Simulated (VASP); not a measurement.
Input of a VASP 6.6.1 run:

Contents of INCAR:

```
SYSTEM = GaN
  PREC = Accurate
  ENCUT = 520
  EDIFF = 1E-6
  ISMEAR = 0
  SIGMA = 0.01
  LREAL = .False.
  LASPH = .True.
  NELM = 100
  ALGO = Normal
  ISIF = 2
  LWAVE = .False.
  LCHARG = .False.
  GGA = PS
  NBANDS = 26
```

Contents of KPOINTS:

```
Automatic mesh
0
Gamma
  15 15 8
  0 0 0
```

The input POSCAR:

```
GaN
1.0
    3.1828228670      0.0000000000      0.0000000000
   -1.5914114335      2.7564054586      0.0000000000
    0.0000000000      0.0000000000      5.1856869688
Ga N
2 2
Direct
    0.3333333333      0.6666666667     -0.0275680745
    0.6666666667      0.3333333333      0.4724319255
    0.3333333333      0.6666666667      0.4045680745
    0.6666666667      0.3333333333      0.9045680745
```

Potentials or basis: VASP PAW PBE potentials, release 64 (Ga_d, N).

Command:

```console
$ cat potpaw_PBE.64/Ga_d/POTCAR potpaw_PBE.64/N/POTCAR > POTCAR
$ mpirun -np 1 vasp_std > vasp.out
```

**Question.** What does it give for the largest force?

**Answer.** 1.322 eV/Å.

**Question.** Estimate the pressure.

**Answer.** 4.8 GPa.

**Question.** Predict the band gap on the k mesh.

**Answer.** 1.74 eV.

Forces in eV/Å, atoms in the order of the input:
```
Ga   0.000  0.000  1.322
Ga   0.000  0.000  1.322
N    0.000  0.000 -1.322
N    0.000  0.000 -1.322
```

Caveat: the cell differs from its parent crystal (atoms moved along the polar distortion); the stress differs along the axes, from -5 to 10 GPa; the PAW data sets were made with another functional, which shifts forces and pressure a little. A k mesh can miss the band edges.
